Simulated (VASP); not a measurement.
# Al3AsPd2 in VASP: single point with r2SCAN

Aim: the single point of Al3AsPd2 with r2SCAN.

Program: VASP 6.6.1. These are calculated values, not measurements. Logs are shortened: lines on timing, memory, paths and dates and some standing lists are left out, and cuts for length are marked.

## 1. The cell of the first run

The typed cell holds 6 atoms: a = 5.279 Å, b = 5.279 Å, c = 4.079 Å, α = 90.00°, β = 90.00°, γ = 120.00°.

## 2. Single point, r2SCAN

POSCAR

```
Al3AsPd2
1.0
    5.2789076500      0.0000000000      0.0000000000
   -2.6394538300      4.5716704200      0.0000000000
    0.0000000000      0.0000000000      4.0790726400
Al As Pd
3 1 2
Direct
    0.5000000000      0.0000000000      0.5000000000
    0.5000000000      0.5000000000      0.5000000000
    0.0000000000      0.5000000000      0.5000000000
    0.0000000000      0.0000000000      0.0000000000
    0.3333000000      0.6667000000      0.0000000000
    0.6666000000      0.3333000000      0.0000000000
```

INCAR.step1

```
SYSTEM = Al3AsPd2
  PREC = Accurate
  ENCUT = 520
  ISMEAR = -1
  SIGMA = 0.1
  LREAL = .FALSE.
  LASPH = .TRUE.
  NELM = 100
  NBANDS = 26
  GGA = PE
  ALGO = Normal
  EDIFF = 1E-4
  LWAVE = .TRUE.
  LCHARG = .FALSE.
```

INCAR.step2

```
SYSTEM = Al3AsPd2
  PREC = Accurate
  ENCUT = 520
  EDIFF = 1E-6
  ISMEAR = -1
  SIGMA = 0.1
  LREAL = .FALSE.
  LASPH = .TRUE.
  NELM = 100
  ALGO = Normal
  ISIF = 2
  LWAVE = .FALSE.
  LCHARG = .TRUE.
  METAGGA = R2SCAN
  LMIXTAU = .TRUE.
  LELF = .TRUE.
  LVHAR = .TRUE.
  NBANDS = 26
  ISTART = 1
```

KPOINTS

```
Automatic mesh
0
G
  7 7 8
  0 0 0
```

Potentials or basis: VASP PAW PBE potentials, release 64 (Al, As, Pd).

Command:

```console
$ cat potpaw_PBE.64/Al/POTCAR potpaw_PBE.64/As/POTCAR potpaw_PBE.64/Pd/POTCAR > POTCAR
$ cp INCAR.step1 INCAR
$ mpirun -np 1 vasp_std > vasp.out
$ cp INCAR.step2 INCAR
$ mpirun -np 1 vasp_std > vasp.out
```

OUTCAR:

```text
SYSTEM = Al3AsPd2
   PREC = Accurate
   ENCUT = 520
   EDIFF = 1E-6
   ISMEAR = -1
   LREAL = .FALSE.
   LASPH = .TRUE.
   NELM = 100
   ISIF = 2
   METAGGA = R2SCAN
   ISTART = 1

 ion  position               nearest neighbor table
   1  0.500  0.000  0.500-   5 2.55   5 2.55   6 2.55   6 2.55   3 2.64   3 2.64   2 2.64   2 2.64

   2  0.500  0.500  0.500-   6 2.55   6 2.55   5 2.55   5 2.55   3 2.64   3 2.64   1 2.64   1 2.64

   3  0.000  0.500  0.500-   5 2.55   5 2.55   6 2.55   6 2.55   2 2.64   2 2.64   1 2.64   1 2.64

   4  0.000  0.000  0.000-   6 3.05   5 3.05   5 3.05   6 3.05   6 3.05   5 3.05
   5  0.333  0.667  0.000-   3 2.55   3 2.55   1 2.55   1 2.55   2 2.55   2 2.55   4 3.05   6 3.05
                             4 3.05   6 3.05   6 3.05   4 3.05
   6  0.667  0.333  0.000-   2 2.55   2 2.55   1 2.55   1 2.55   3 2.55   3 2.55   4 3.05   5 3.05
                             5 3.05   4 3.05   5 3.05   4 3.05

  LATTYP: Found a hexagonal cell.
 ALAT       =     5.2789076500
 C/A-ratio  =     0.7727114984

  Lattice vectors:

 A1 = (   5.2789076500,   0.0000000000,   0.0000000000)
 A2 = (  -2.6394538300,   4.5716704200,   0.0000000000)
 A3 = (   0.0000000000,   0.0000000000,   4.0790726400)

Analysis of symmetry for initial positions (statically):
=====================================================================
 Subroutine PRICEL returns:
 Original cell was already a primitive cell.

 Routine SETGRP: Setting up the symmetry group for a
 hexagonal supercell.

 Subroutine GETGRP returns: Found  4 space group operations
 (whereof  4 operations were pure point group operations)
 out of a pool of 24 trial point group operations.

The static configuration has the point symmetry C_2v.

Analysis of symmetry for dynamics (positions and initial velocities):
=====================================================================
 Subroutine PRICEL returns:
 Original cell was already a primitive cell.

 Routine SETGRP: Setting up the symmetry group for a
 hexagonal supercell.

 Subroutine GETGRP returns: Found  4 space group operations
 (whereof  4 operations were pure point group operations)
 out of a pool of 24 trial point group operations.

The dynamic configuration has the point symmetry C_2v.

 Subroutine INISYM returns: Found  4 space group operations
 (whereof  4 operations are pure point group operations),
 and found     1 'primitive' translations

----------------------------------------------------------------------------------------

                                     Primitive cell

  volume of cell :      98.4420

  direct lattice vectors                    reciprocal lattice vectors
     5.278907650  0.000000000  0.000000000     0.189433130  0.109369214  0.000000000
    -2.639453830  4.571670420  0.000000000     0.000000000  0.218738428  0.000000000
     0.000000000  0.000000000  4.079072640     0.000000000  0.000000000  0.245153761

  length of vectors
     5.278907650  5.278909636  4.079072640     0.218738510  0.218738428  0.245153761

  position of ions in fractional coordinates (direct lattice)
     0.500000000  0.000000000  0.500000000
     0.500000000  0.500000000  0.500000000
     0.000000000  0.500000000  0.500000000
     0.000000000  0.000000000  0.000000000
     0.333300000  0.666700000  0.000000000
     0.666600000  0.333300000  0.000000000

  ion indices of the primitive-cell ions
   primitive index   ion index
                 1           1
                 2           2
                 3           3
                 4           4
                 5           5
                 6           6

----------------------------------------------------------------------------------------

 KPOINTS: Automatic mesh

Automatic generation of k-mesh.
 Grid dimensions read from file:
 generate k-points for:    7    7    8

 Generating k-lattice:

  Cartesian coordinates                     Fractional coordinates (reciprocal lattice)
     0.027061876  0.015624173  0.000000000     0.142857143  0.000000000  0.000000000
     0.000000000  0.031248347  0.000000000     0.000000000  0.142857143  0.000000000
     0.000000000  0.000000000  0.030644220     0.000000000  0.000000000  0.125000000

  Length of vectors
     0.031248359  0.031248347  0.030644220

  Shift w.r.t. Gamma in fractional coordinates (k-lattice)
     0.000000000  0.000000000  0.000000000

 Subroutine IBZKPT returns following result:
 ===========================================

 Found     80 irreducible k-points:

 Following reciprocal coordinates:
            Coordinates               Weight
  0.000000  0.000000  0.000000      1.000000
  0.142857  0.000000  0.000000      4.000000
  0.000000  0.142857  0.000000      2.000000
  0.285714  0.000000  0.000000      4.000000
  0.000000  0.285714  0.000000      2.000000
  0.428571 -0.000000  0.000000      4.000000
[... 16 lines left out ...]
  0.000000  0.428571  0.125000      4.000000
  0.142857  0.142857  0.125000      8.000000
 [... further k-points ...]
   k-points           NKPTS =     80   k-points in BZ     NKDIM =     80   number of bands    NBANDS=     26
   number of dos      NEDOS =    301   number of ions     NIONS =      6
   total plane-waves  NPLWV =  48000
   dimension x,y,z NGX =    40 NGY =   40 NGZ =   30
   dimension x,y,z NGXF=    80 NGYF=   80 NGZF=   60
   ions per type =               3   1   2
   NGX,Y,Z   is equivalent  to a cutoff of  12.60, 12.60, 12.23 a.u.
   NGXF,Y,Z  is equivalent  to a cutoff of  25.19, 25.19, 24.45 a.u.
 SYSTEM =  Al3AsPd2
   PREC   = accura    normal or accurate (medium, high low for compatibility)
   ISTART =      1    job   : 0-new  1-cont  2-samecut
   ICHARG =      0    charge: 1-file 2-atom 10-const
   ISPIN  =      1    spin polarized calculation?
   LNONCOLLINEAR =      F non collinear calculations
   LSORBIT =      F    spin-orbit coupling
   LASPH  =      T    aspherical Exc in radial PAW
   ENCUT  =  520.0 eV  38.22 Ry    6.18 a.u.   9.82  9.82  7.58*2*pi/ulx,y,z
   NELM   =    100;   NELMIN=  2; NELMDL=  0     # of ELM steps
   EDIFF  = 0.1E-05   stopping-criterion for ELM
   LREAL  =      F    real-space projection
   EDIFFG = 0.1E-04   stopping-criterion for IOM
   NSW    =      0    number of steps for IOM
   IBRION =     -1    ionic relax: 0-MD 1-quasi-New 2-CG
   NFREE  =      0    steps in history (QN), initial steepest desc. (CG)
   ISIF   =      2    stress and relaxation
   ISYM   =      2    0-nonsym 1-usesym 2-fastsym
   POTIM  = 0.5000    time-step for ionic-motion
   TEBEG  =    0.0;   TEEND  =   0.0 temperature during run
   PSTRESS=    0.0 pullay stress
   NELECT =      34.0000    total number of electrons
   NUPDOWN=      -1.0000    fix difference up-down
   EMIN   =  10.00;   EMAX   =-10.00  energy-range for DOS
   EFERMI =   0.00;   METHOD = LEGACY
   ISMEAR =    -1;   SIGMA  =   0.10  broadening in eV -4-tet -1-fermi 0-gaus
   EFERMI_NEDOS =   21; number of points for ismear=-14 and -15
   IALGO  =     38    algorithm
   IMIX   =      4    mixing-type and parameters
     AMIX     =   0.40;   BMIX     =  1.00
     AMIX_MAG =   1.60;   BMIX_MAG =  1.00
  volume/ion in A,a.u.               =      16.41       110.72
  Fermi-wavevector in a.u.,A,eV,Ry     =   1.148615  2.170567 17.950377  1.319315
  Thomas-Fermi vector in A             =   2.285289
   LORBIT       =      0    0 simple, 1 ext, 2 COOP (PROOUT), +10 PAW based schemes
   METAGGA = R2SCAN    functional components
   LHFCALC =     F    Hartree Fock is set to
   AEXX    =    0.0000 exact exchange contribution
   IVDW    =     0    specifies the selected vdW correction
   LEPSILON=     F    determine dielectric tensor
   LRPA    =     F    only Hartree local field effects (RPA)
 non-spin polarized calculation
  energy-cutoff  :      520.00
  volume of cell :       98.44
 maximum number of plane-waves:      2670
   NGX = 19   NGY = 19   NGZ = 15

 number of electron      34.0000004 magnetization

 Free energy of the ion-electron system (eV)
  ---------------------------------------------------
  ext. energy  EPLUGINS =         0.00000000
  ---------------------------------------------------
  free energy    TOTEN  =       -82.10913265 eV

  energy without entropy =      -82.06700962  energy(sigma->0) =      -82.08807113

 E-fermi :   8.6184     XC(G=0): -11.8876

 val. band max:        8.5883496286   @ k =   0.0000   0.4286   0.5000
 cond. band min:       8.6275407951   @ k =   0.2857   0.0000   0.5000
 fundamental gap:      0.0391911665
 Fermi energy:         8.6183718365

 k-point     1 :       0.0000    0.0000    0.0000
  band No.  band energies     occupation
      1      -4.2203      2.00000
      2      -0.3962      2.00000
      3       1.5511      2.00000
      4       2.8476      2.00000
      5       2.8477      2.00000
      6       3.5013      2.00000
[... 18 lines left out ...]
     25      15.6026      0.00000
     26      15.6032      0.00000

 k-point     2 :       0.1429    0.0000    0.0000
  band No.  band energies     occupation
      1      -4.1080      2.00000
      2      -0.5478      2.00000
      3       1.2920      2.00000
      4       2.7865      2.00000
      5       2.8687      2.00000
      6       3.4648      2.00000
[... 18 lines left out ...]
     25      15.5048      0.00000
     26      15.9038      0.00000

 k-point     3 :       0.0000    0.1429    0.0000
  band No.  band energies     occupation
      1      -4.1080      2.00000
      2      -0.5478      2.00000
      3       1.2919      2.00000
      4       2.7866      2.00000
      5       2.8686      2.00000
      6       3.4653      2.00000
[... 572 lines left out ...]
 k-point    23 :       0.0000    0.4286    0.1250
  band No.  band energies     occupation
      1      -3.4082      2.00000
      2      -1.1512      2.00000
      3       0.4395      2.00000
      4       2.6587      2.00000
      5       3.0010      2.00000
      6       3.1929      2.00000
[... 18 lines left out ...]
     25      14.0638      0.00000
     26      15.9068      0.00000

 k-point    24 :       0.1429    0.1429    0.1250
  band No.  band energies     occupation
      1      -3.7972      2.00000
      2      -0.7123      2.00000
      3       0.9776      2.00000
      4       2.6344      2.00000
      5       3.0061      2.00000
      6       3.1660      2.00000
[... 18 lines left out ...]
     25      15.7104      0.00000
     26      15.9177      0.00000

 [... further k-points ...]
[... 5 lines left out ...]
  --------------------------------------------------------------------------------------
  -------------------------------------------------------------------------------------
  Total        3.5226107      3.5246012      1.7571283     -0.0000000      0.0000000      0.0000000
  in kB       57.3316998     57.3640955     28.5978664     -0.0000001      0.0000000      0.0000000
  external PRESSURE =      47.7645539 kB  Pullay stress =       0.0000000 kB

 VOLUME and BASIS-vectors are now :
 -----------------------------------------------------------------------------
  energy-cutoff  :      520.00
  volume of cell :       98.44
      direct lattice vectors                 reciprocal lattice vectors
     5.278907650  0.000000000  0.000000000     0.189433130  0.109369214  0.000000000
    -2.639453830  4.571670420  0.000000000     0.000000000  0.218738428  0.000000000
     0.000000000  0.000000000  4.079072640     0.000000000  0.000000000  0.245153761

 POSITION                                       TOTAL-FORCE (eV/Angst)
 -----------------------------------------------------------------------------------
      2.63945      0.00000      2.03954         0.000140     -0.000000      0.000000
      1.31973      2.28584      2.03954        -0.000853      0.000573      0.000000
     -1.31973      2.28584      2.03954        -0.000853     -0.000573      0.000000
      0.00000      0.00000      0.00000         0.000312     -0.000000      0.000000
     -0.00026      3.04793      0.00000         0.000628     -0.000926      0.000000
      2.63919      1.52374      0.00000         0.000628      0.000926      0.000000
 -----------------------------------------------------------------------------------
    total drift:                                0.000000     -0.000000     -0.000000

  FREE ENERGIE OF THE ION-ELECTRON SYSTEM (eV)
  ---------------------------------------------------
  free  energy   TOTEN  =       -82.1091326482 eV

  energy  without entropy=      -82.0670096197  energy(sigma->0) =      -82.08807113
```

Wall time 7.2 min (1 thread of Intel Xeon Platinum 8488C (Sapphire Rapids), shared host); peak memory 0.36 GiB.

Results:

| Property | Result |
| --- | --- |
| Free energy | -82.1091 eV |
| Pressure | 4.8 GPa |
| Band gap on the k mesh | zero (band 17 reaches 9.19 eV, above the bottom of band 18 at 7.58 eV) |

Stress tensor (GPa, compression positive):
```
5.73 0.00 0.00
0.00 5.74 0.00
0.00 0.00 2.86
```

Caveat: the PAW data sets were made with another functional, which shifts forces and pressure a little.
